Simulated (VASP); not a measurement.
Here is a VASP 6.6.1 calculation.

File INCAR:

```
SYSTEM = AgCl
  ALGO = Normal
  EDIFF = 1E-6
  ENCUT = 520
  GGA = PS
  ISIF = 2
  ISMEAR = -1
  LASPH = .True.
  LCHARG = .True.
  LELF = .True.
  LREAL = .False.
  LVHAR = .True.
  LWAVE = .False.
  NBANDS = 16
  NELM = 80
  PREC = Accurate
  SIGMA = 0.01
```

KPOINTS

```
k-points
0
Gamma
  9 9 9
  0 0 0
```

Contents of POSCAR:

```
AgCl
1.0
    3.4623542292      0.0000000000      0.0000000000
    0.0000000000      3.4623542292      0.0000000000
    0.0000000000      0.0000000000      3.4623542292
Ag Cl
1 1
Direct
    0.0000000000      0.0000000000      0.0000000000
    0.5000000000      0.5000000000      0.5000000000
```

Potentials or basis: VASP PAW PBE potentials, release 64 (Ag, Cl).

Command:

```console
$ cat potpaw_PBE.64/Ag/POTCAR potpaw_PBE.64/Cl/POTCAR > POTCAR
$ mpirun -np 1 vasp_std > vasp.out
```

Problem. Predict the band gap on the k mesh.

Solution. 0.44 eV, indirect (least direct gap 1.85 eV).

Problem. Estimate the pressure.

Solution. -5.6 GPa.

Caveat: the PAW data sets were made with another functional, which shifts forces and pressure a little. A k mesh can miss the band edges.
